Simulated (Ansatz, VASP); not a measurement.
Two plane-wave programs on LiCl

```
Li Cl
1.0
     3.91421    0.00000    0.00000
    -1.95711    3.38980    0.00000
     0.00000    0.00000    6.39188
Li Cl
2 2
Direct
  0.00000 0.00000 0.00000
  0.33333 0.66667 0.50000
  0.00000 0.00000 0.37500
  0.33333 0.66667 0.87500
```

Alike in both runs: task relaxation of cell and atoms; functional PBEsol; k mesh 9 × 9 × 4; occupations gaussian, width 0.02 eV; no spin polarisation.

```csv
,VASP,Ansatz
version,VASP 6.6.1,Ansatz 0.2.0
potentials or method,"VASP PAW PBE potentials, release 64 (Li_sv, Cl), cutoff 600 eV","scalar-relativistic, plane waves, PAW"
valence electrons in the cell,20,20
```

Ansatz gave:

| Item | Value |
| --- | --- |
| gap on the k mesh at the Fermi level, each at its own relaxed structure (eV) | 5.85 |
| relaxed volume (Å³/atom) | 20.15 |
| relaxed cell length with the largest relative difference (Å) | 6.178 |

Problem. What did VASP give for the same quantities?

Solution. gap on the k mesh at the Fermi level, each at its own relaxed structure (eV): 5.85; relaxed volume (Å³/atom): 20.12; relaxed cell length with the largest relative difference (Å): 6.162.

VASP's potentials were made for PBE, not for PBEsol.

Noted on VASP's run: the cutoff is short for stress, so the pressure is rough.
